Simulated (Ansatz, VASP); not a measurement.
One calculation of B6Br, two programs

```
B Br
1.0
     4.03981    0.00000    0.00000
     0.00000    4.03981    0.00000
     0.00000    0.00000    4.03981
B Br
6 1
Cartesian
  2.0199 0.0000 2.0199
  2.0199 2.0199 0.0000
  0.0000 2.0199 2.0199
  0.0000 2.0199 0.0000
  0.0000 0.0000 2.0199
  2.0199 0.0000 0.0000
  2.0199 2.0199 2.0199
```

Alike in both runs: task single point; functional PBE; k mesh 10 × 10 × 10; occupations gaussian, width 0.1 eV; no spin polarisation.

|  | VASP | Ansatz |
| --- | --- | --- |
| version | VASP 6.6.1 | Ansatz 0.2.0 |
| potentials or method | VASP PAW PBE potentials, release 64 (B, Br), cutoff 520 eV | scalar-relativistic, plane waves, PAW |
| valence electrons in the cell | 25 | 25 |

```csv
,VASP,Ansatz,Ansatz less VASP
gap on the k mesh at the Fermi level (eV),none,none,-
pressure (GPa),0.1,0.0,-0.08
```

A gap of «none» marks a metal or a gap that the smearing closes.
